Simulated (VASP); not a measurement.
# H2ClF in VASP: a series of runs

The runs below take H2ClF through single point, with PBE+D3(BJ).

Everything below comes from runs of VASP 6.6.1. Logs are shortened: lines on timing, memory, paths and dates and some standing lists are left out, and cuts for length are marked.

## (1) The cell of the first run

The cell holds an amorphous packing of atoms, 12 atoms: a = 6.546 Å, b = 6.546 Å, c = 6.546 Å, α = 90.00°, β = 90.00°, γ = 90.00°.

## (2) Single point, PBE+D3(BJ)

INCAR reads:

```
SYSTEM = H2ClF
PREC = Accurate
ENCUT = 520
EDIFF = 1E-7
ISMEAR = -1
SIGMA = 0.02
LREAL = .False.
LASPH = .True.
NELM = 80
ALGO = Normal
ISIF = 2
LWAVE = .False.
LCHARG = .True.
GGA = PE
IVDW = 12
LELF = .True.
LVHAR = .True.
NBANDS = 36
```

KPOINTS reads:

```
Automatic mesh
0
Gamma
  1 1 1
  0 0 0
```

POSCAR reads:

```
H2ClF
1.0
    6.5460240000      0.0000000000      0.0000000000
    0.0000000000      6.5460240000      0.0000000000
    0.0000000000      0.0000000000      6.5460240000
F H Cl
3 6 3
Direct
    0.5602314448      0.1806664798      0.7598949576
    0.5819784521      0.1915460865      0.3757056945
    0.6746770053      0.6002285719      0.5974736288
    0.5748877828      0.2002278942      0.6147108285
    0.6838606370      0.0880638628      0.3370049349
    0.5607138321      0.6598989840      0.6708913150
    0.4213714372      0.9746913424      0.7934356180
    0.2985254235      0.2954521002      0.1586282431
    0.7901840638      0.7467507433      0.4221300834
    0.3284182658      0.7941163753      0.8130542764
    0.1259217553      0.3203340229      0.0655171215
    0.8770525005      0.8711757367      0.2880422982
```

Potentials or basis: VASP PAW PBE potentials, release 64 (F, H, Cl).

Command:

```sh
$ cat potpaw_PBE.64/F/POTCAR potpaw_PBE.64/H/POTCAR potpaw_PBE.64/Cl/POTCAR > POTCAR
$ mpirun -np 1 vasp_gam > vasp.out
```

OUTCAR:

```text
SYSTEM = H2ClF
   PREC = Accurate
   ENCUT = 520
   EDIFF = 1E-7
   ISMEAR = -1
   LREAL = .False.
   LASPH = .True.
   NELM = 80
   ISIF = 2
   GGA = PE
   IVDW = 12
 IVDW          = 12

 ion  position               nearest neighbor table
   1  0.560  0.181  0.760-   4 0.96
   2  0.582  0.192  0.376-   5 0.98
   3  0.675  0.600  0.597-   6 0.97
   4  0.575  0.200  0.615-   1 0.96
   5  0.684  0.088  0.337-   2 0.98
   6  0.561  0.660  0.671-   3 0.97
   7  0.421  0.975  0.793-  10 1.34
   8  0.299  0.295  0.159-  11 1.29
   9  0.790  0.747  0.422-  12 1.33
  10  0.328  0.794  0.813-   7 1.34
  11  0.126  0.320  0.066-   8 1.29
  12  0.877  0.871  0.288-   9 1.33

  LATTYP: Found a simple cubic cell.
 ALAT       =     6.5460240000

  Lattice vectors:

 A1 = (   6.5460240000,   0.0000000000,   0.0000000000)
 A2 = (   0.0000000000,   6.5460240000,   0.0000000000)
 A3 = (   0.0000000000,   0.0000000000,   6.5460240000)

Analysis of symmetry for initial positions (statically):
=====================================================================
 Subroutine PRICEL returns:
 Original cell was already a primitive cell.

 Routine SETGRP: Setting up the symmetry group for a
 simple cubic supercell.

 Subroutine GETGRP returns: Found  1 space group operations
 (whereof  1 operations were pure point group operations)
 out of a pool of 48 trial point group operations.

The static configuration has the point symmetry C_1 .

Analysis of symmetry for dynamics (positions and initial velocities):
=====================================================================
 Subroutine PRICEL returns:
 Original cell was already a primitive cell.

 Routine SETGRP: Setting up the symmetry group for a
 simple cubic supercell.

 Subroutine GETGRP returns: Found  1 space group operations
 (whereof  1 operations were pure point group operations)
 out of a pool of 48 trial point group operations.

The dynamic configuration has the point symmetry C_1 .

 Subroutine INISYM returns: Found  1 space group operations
 (whereof  1 operations are pure point group operations),
 and found     1 'primitive' translations

----------------------------------------------------------------------------------------

                                     Primitive cell

  volume of cell :     280.4999

  direct lattice vectors                    reciprocal lattice vectors
     6.546024000  0.000000000  0.000000000     0.152764487  0.000000000  0.000000000
     0.000000000  6.546024000  0.000000000     0.000000000  0.152764487  0.000000000
     0.000000000  0.000000000  6.546024000     0.000000000  0.000000000  0.152764487

  length of vectors
     6.546024000  6.546024000  6.546024000     0.152764487  0.152764487  0.152764487

  position of ions in fractional coordinates (direct lattice)
     0.560231445  0.180666480  0.759894958
     0.581978452  0.191546086  0.375705694
     0.674677005  0.600228572  0.597473629
     0.574887783  0.200227894  0.614710829
     0.683860637  0.088063863  0.337004935
     0.560713832  0.659898984  0.670891315
     0.421371437  0.974691342  0.793435618
     0.298525424  0.295452100  0.158628243
     0.790184064  0.746750743  0.422130083
     0.328418266  0.794116375  0.813054276
     0.125921755  0.320334023  0.065517122
     0.877052500  0.871175737  0.288042298

  ion indices of the primitive-cell ions
   primitive index   ion index
                 1           1
                 2           2
                 3           3
                 4           4
                 5           5
                 6           6
                 7           7
                 8           8
                 9           9
                10          10
                11          11
                12          12

----------------------------------------------------------------------------------------

 KPOINTS: Automatic mesh

Automatic generation of k-mesh.
 Grid dimensions read from file:
 generate k-points for:    1    1    1

 Generating k-lattice:

  Cartesian coordinates                     Fractional coordinates (reciprocal lattice)
     0.152764487  0.000000000  0.000000000     1.000000000  0.000000000  0.000000000
     0.000000000  0.152764487  0.000000000     0.000000000  1.000000000  0.000000000
     0.000000000  0.000000000  0.152764487     0.000000000  0.000000000  1.000000000

  Length of vectors
     0.152764487  0.152764487  0.152764487

  Shift w.r.t. Gamma in fractional coordinates (k-lattice)
     0.000000000  0.000000000  0.000000000

 Subroutine IBZKPT returns following result:
 ===========================================

 Found      1 irreducible k-points:

 Following reciprocal coordinates:
            Coordinates               Weight
  0.000000  0.000000  0.000000      1.000000
   k-points           NKPTS =      1   k-points in BZ     NKDIM =      1   number of bands    NBANDS=     36
   number of dos      NEDOS =    301   number of ions     NIONS =     12
   total plane-waves  NPLWV = 125000
   dimension x,y,z NGX =    50 NGY =   50 NGZ =   50
   dimension x,y,z NGXF=   100 NGYF=  100 NGZF=  100
   ions per type =               3   6   3
   NGX,Y,Z   is equivalent  to a cutoff of  12.70, 12.70, 12.70 a.u.
   NGXF,Y,Z  is equivalent  to a cutoff of  25.40, 25.40, 25.40 a.u.
 SYSTEM =  H2ClF
   PREC   = accura    normal or accurate (medium, high low for compatibility)
   ISTART =      0    job   : 0-new  1-cont  2-samecut
   ICHARG =      2    charge: 1-file 2-atom 10-const
   ISPIN  =      1    spin polarized calculation?
   LNONCOLLINEAR =      F non collinear calculations
   LSORBIT =      F    spin-orbit coupling
   LASPH  =      T    aspherical Exc in radial PAW
   ENCUT  =  520.0 eV  38.22 Ry    6.18 a.u.  12.17 12.17 12.17*2*pi/ulx,y,z
   NELM   =     80;   NELMIN=  2; NELMDL= -5     # of ELM steps
   EDIFF  = 0.1E-06   stopping-criterion for ELM
   LREAL  =      F    real-space projection
   EDIFFG = 0.1E-05   stopping-criterion for IOM
   NSW    =      0    number of steps for IOM
   IBRION =     -1    ionic relax: 0-MD 1-quasi-New 2-CG
   NFREE  =      0    steps in history (QN), initial steepest desc. (CG)
   ISIF   =      2    stress and relaxation
   ISYM   =      2    0-nonsym 1-usesym 2-fastsym
   POTIM  = 0.5000    time-step for ionic-motion
   TEBEG  =    0.0;   TEEND  =   0.0 temperature during run
   PSTRESS=    0.0 pullay stress
   NELECT =      48.0000    total number of electrons
   NUPDOWN=      -1.0000    fix difference up-down
   EMIN   =  10.00;   EMAX   =-10.00  energy-range for DOS
   EFERMI =   0.00;   METHOD = LEGACY
   ISMEAR =    -1;   SIGMA  =   0.02  broadening in eV -4-tet -1-fermi 0-gaus
   EFERMI_NEDOS =   21; number of points for ismear=-14 and -15
   IALGO  =     38    algorithm
   IMIX   =      4    mixing-type and parameters
     AMIX     =   0.40;   BMIX     =  1.00
     AMIX_MAG =   1.60;   BMIX_MAG =  1.00
  volume/ion in A,a.u.               =      23.37       157.74
  Fermi-wavevector in a.u.,A,eV,Ry     =   0.908889  1.717552 11.239497  0.826080
  Thomas-Fermi vector in A             =   2.032869
   LORBIT       =      0    0 simple, 1 ext, 2 COOP (PROOUT), +10 PAW based schemes
   GGA     = PE    functional components
   LHFCALC =     F    Hartree Fock is set to
   AEXX    =    0.0000 exact exchange contribution
   IVDW    =    12    specifies the selected vdW correction
   LEPSILON=     F    determine dielectric tensor
   LRPA    =     F    only Hartree local field effects (RPA)
 non-spin polarized calculation
  energy-cutoff  :      520.00
  volume of cell :      280.50
 maximum number of plane-waves:      3761
 NGX is ok and might be reduce to    50
   NGX = 25   NGY = 25   NGZ = 25

 number of electron      47.9999994 magnetization

 Free energy of the ion-electron system (eV)
  ---------------------------------------------------
  ext. energy  EPLUGINS =         0.00000000
  ---------------------------------------------------
  free energy    TOTEN  =       -43.36948514 eV

  energy without entropy =      -43.36948514  energy(sigma->0) =      -43.36948514

 E-fermi :  -4.3614     XC(G=0):  -5.5384

 val. band max:       -4.8737786266   @ k =   0.0000   0.0000   0.0000
 cond. band min:       0.8760212854   @ k =   0.0000   0.0000   0.0000
 fundamental gap:      5.7497999119
 Fermi energy:        -4.3614049368

 k-point     1 :       0.0000    0.0000    0.0000
  band No.  band energies     occupation
      1     -27.7800      2.00000
      2     -27.2955      2.00000
      3     -27.1703      2.00000
      4     -18.5580      2.00000
      5     -18.3245      2.00000
      6     -18.0234      2.00000
      7     -11.5690      2.00000
      8     -11.0166      2.00000
      9     -10.6298      2.00000
     10      -9.1501      2.00000
     11      -9.0733      2.00000
     12      -8.5720      2.00000
     13      -7.5637      2.00000
     14      -7.4739      2.00000
     15      -7.1316      2.00000
     16      -7.0422      2.00000
     17      -6.9306      2.00000
     18      -6.7028      2.00000
     19      -5.8274      2.00000
     20      -5.5820      2.00000
     21      -5.4961      2.00000
     22      -5.1948      2.00000
     23      -4.9077      2.00000
     24      -4.8738      2.00000
     25       0.8760      0.00000
     26       2.8682      0.00000
     27       3.2740      0.00000
     28       3.5430      0.00000
     29       4.1401      0.00000
     30       4.3039      0.00000
     31       4.5954      0.00000
     32       4.9395      0.00000
     33       5.2013      0.00000
     34       5.4708      0.00000
     35       5.6050      0.00000
     36       5.9426      0.00000

------------------------ aborting loop because EDIFF is reached ----------------------------------------

 Edisp (eV)   -0.39403

 E8    (eV) :    -0.1002

  FORCE on cell =-STRESS in cart. coord.  units (eV):
  Direction    XX          YY          ZZ          XY          YZ          ZX
  --------------------------------------------------------------------------------------
  -------------------------------------------------------------------------------------
  Total      -0.79193    -0.61619     0.17311    -0.04823     0.07713    -0.31004
  in kB      -4.52340    -3.51957     0.98880    -0.27549     0.44057    -1.77091
  external pressure =       -2.35 kB  Pullay stress =        0.00 kB

 VOLUME and BASIS-vectors are now :
 -----------------------------------------------------------------------------
  energy-cutoff  :      520.00
  volume of cell :      280.50
      direct lattice vectors                 reciprocal lattice vectors
     6.546024000  0.000000000  0.000000000     0.152764487  0.000000000  0.000000000
     0.000000000  6.546024000  0.000000000     0.000000000  0.152764487  0.000000000
     0.000000000  0.000000000  6.546024000     0.000000000  0.000000000  0.152764487

 POSITION                                       TOTAL-FORCE (eV/Angst)
 -----------------------------------------------------------------------------------
      3.66729      1.18265      4.97429        -0.035174     -0.079203      0.323453
      3.80964      1.25387      2.45938        -0.013888      0.007780      0.008490
      4.41645      3.92911      3.91108         0.171880     -0.074752     -0.134698
      3.76323      1.31070      4.02391         0.010347      0.092942     -0.341134
      4.47657      0.57647      2.20604         0.053203     -0.047053     -0.054132
      3.67045      4.31971      4.39167        -0.206210      0.086628      0.146447
      2.75831      6.38035      5.19385        -0.106771     -0.182995      0.042458
      1.95415      1.93404      1.03838        -0.125818      0.002239     -0.059054
      5.17256      4.88825      2.76327         0.012131      0.035015     -0.033629
      2.14983      5.19830      5.32227         0.132913      0.181541     -0.020011
      0.82429      2.09691      0.42888         0.153430     -0.016615      0.085717
      5.74121      5.70274      1.88553        -0.046044     -0.005526      0.036091
 -----------------------------------------------------------------------------------
    total drift:                                0.000115      0.001453     -0.001662

  FREE ENERGIE OF THE ION-ELECTRON SYSTEM (eV)
  ---------------------------------------------------
  free  energy   TOTEN  =       -43.7635128438 eV

  energy  without entropy=      -43.7635128438  energy(sigma->0) =      -43.76351284
```

Run time: 39 s. Hardware: 1 thread of AMD EPYC 7R43 (Zen 3), shared host; peak memory 0.29 GiB.

Results:

| Item | Value |
| --- | --- |
| Free energy | -43.7635 eV |
| Pressure | -0.2 GPa |
| Largest force | 0.354 eV/Å |
| Band gap on the k mesh | 5.75 eV |
| Dispersion energy per atom | -0.033 eV |

Forces in eV/Å, atoms in the order of the input:
```
F   -0.035 -0.079  0.323
F   -0.014  0.008  0.008
F    0.172 -0.075 -0.135
H    0.010  0.093 -0.341
H    0.053 -0.047 -0.054
H   -0.206  0.087  0.146
H   -0.107 -0.183  0.042
H   -0.126  0.002 -0.059
H    0.012  0.035 -0.034
Cl   0.133  0.182 -0.020
Cl   0.153 -0.017  0.086
Cl  -0.046 -0.006  0.036
```

Caveat: the k points lie up to 0.96 Å⁻¹ apart.

## (3) Single point, PBE+D3(BJ)

INCAR reads:

```
  ALGO = Normal
  EDIFF = 1E-7
  ENCUT = 520
  GGA = PE
  ISIF = 2
  ISMEAR = -1
  IVDW = 12
  LASPH = True
  LCHARG = False
  LREAL = False
  LWAVE = False
  NBANDS = 36
  NELM = 100
  PREC = Accurate
  SIGMA = 0.02
```

KPOINTS reads:

```
k-points
0
Gamma
  1 1 1
```

POSCAR reads:

```
H2ClF
1.0
    6.5460240000      0.0000000000      0.0000000000
    0.0000000000      6.5460240000      0.0000000000
    0.0000000000      0.0000000000      6.5460240000
F H Cl
3 6 3
Direct
    0.5138844587      0.2113649446      0.7641126889
    0.5953843127      0.1822327569      0.3983334005
    0.6464993101      0.6152742489      0.5745625131
    0.5686046981      0.1687283762      0.6321241719
    0.6725303787      0.0952333814      0.3177959629
    0.5437193631      0.6544430635      0.6737830475
    0.3913215106      0.9625384814      0.7836359903
    0.2024434985      0.1350743596      0.0047968049
    0.7846136831      0.7785947623      0.3940407185
    0.2933689213      0.7904798394      0.8296333775
    0.1276500056      0.3129991580      0.0649707364
    0.8996300655      0.8811455626      0.2745177836
```

Potentials or basis: VASP PAW PBE potentials, release 64 (F, H, Cl).

Command:

```sh
$ cat potpaw_PBE.64/F/POTCAR potpaw_PBE.64/H/POTCAR potpaw_PBE.64/Cl/POTCAR > POTCAR
$ mpirun -np 1 vasp_gam > vasp.out
```

Wall time 25 s (1 thread of AMD EPYC 7R43 (Zen 3), shared host); peak memory 0.28 GiB.

Results (log left out):

- Free energy: -43.3213 eV
- Pressure: 0.0 GPa
- Largest force: 2.022 eV/Å
- Band gap on the k mesh: 5.55 eV
- Dispersion energy per atom: -0.034 eV

Forces on the atoms (eV/Å):
```
F    0.119 -0.770 -0.196
F   -1.233  1.169  0.844
F   -0.264  0.231  0.337
H   -0.155  0.713  0.181
H    1.333 -1.182 -0.956
H    0.228 -0.201 -0.368
H   -0.270 -0.176  0.232
H   -0.360  0.848  0.288
H   -0.408 -0.681  0.580
Cl   0.371  0.391 -0.170
Cl   0.270 -0.748 -0.216
Cl   0.368  0.405 -0.555
```

Stress tensor (GPa, compression positive):
```
 0.18 -0.15 -0.55
-0.15 -0.56 -0.09
-0.55 -0.09  0.52
```

Levels at points of the mesh, in eV from the valence-band top:
```
           k point  band 22  band 23  band 24  band 25  band 26  band 27
(0.00, 0.00, 0.00)    -0.64    -0.01     0.00     5.55     7.48     7.65
```

Caveat: the k points lie up to 0.96 Å⁻¹ apart.
